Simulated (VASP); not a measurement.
Crystal: CdSe.

```
Cd Se
1.0
     0.00000    2.94507    3.23640
     2.94507    0.00000    3.23640
     2.94507    2.94507    0.00000
Cd Se
1 1
Direct
  0.00000 0.00000 0.00000
  0.25000 0.25000 0.25000
```

This cell differs from its parent crystal: epitaxial xy strain -4.0%.

Base run:

```yaml
Program: VASP 6.6.1
Functional: r2SCAN
Potentials_or_basis: VASP PAW PBE potentials, release 64 (Cd, Se)
Cutoff: 520 eV
k_mesh: 8 × 8 × 8
Occupations: gaussian, width 0.01 eV
Spin: no spin polarisation
```

Its results: band gap on the k mesh 0.95 eV, direct; pressure 1.5 GPa.

**Question.** The run is repeated on the same cell with these changes: functional from r2SCAN to PBE; k mesh from 8 × 8 × 8 to 4 × 4 × 4. What comes out?

**Answer.** Band gap on the k mesh 0.46 eV, direct; pressure 3.3 GPa.

Several settings changed at once, so the effect can't be laid on one alone.

Caveats: some runs use coarse meshes; the PAW data sets were made with another functional, which shifts forces and pressure a little (some runs).

